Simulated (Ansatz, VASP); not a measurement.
## Two plane-wave programs on Cu

```
CELL_PARAMETERS angstrom
-1.47886 1.47886 1.41048
1.47886 -1.47886 1.41048
1.47886 1.47886 -1.41048
ATOMIC_POSITIONS crystal
Cu 0.00000 0.00000 0.00000
```

Change from the starting cell: strain +0.025 along x and y, +0.025 along z, atoms carried along.

Alike in both runs: task single point; functional PBEsol; k mesh 24 × 24 × 24; occupations gaussian, width 0.15 eV; no spin polarisation.

|  | VASP | Ansatz |
| --- | --- | --- |
| version | VASP 6.6.1 | Ansatz 0.2.0 |
| potentials or method | VASP PAW PBE potentials, release 64 (Cu), cutoff 520 eV | scalar-relativistic, plane waves, PAW |
| valence electrons in the cell | 11 | 19 |

Ansatz gave:

- gap on the k mesh at the Fermi level (eV): none
- pressure (GPa): -11.1
- traceless stress, the component that is largest in VASP (GPa): -0.24

Q: Which values does VASP return?

A: gap on the k mesh at the Fermi level (eV): none; pressure (GPa): -10.4; traceless stress, the component that is largest in VASP (GPa): -0.23.

VASP's potentials were made for PBE, not for PBEsol. A gap of «none» marks a metal or a gap that the smearing closes. The functional is the same, so the differences come from potentials, cutoffs and numerics. VASP's potentials hold 11 valence electrons a cell and Ansatz's 19, so a difference there can come from the potentials and not from the codes.
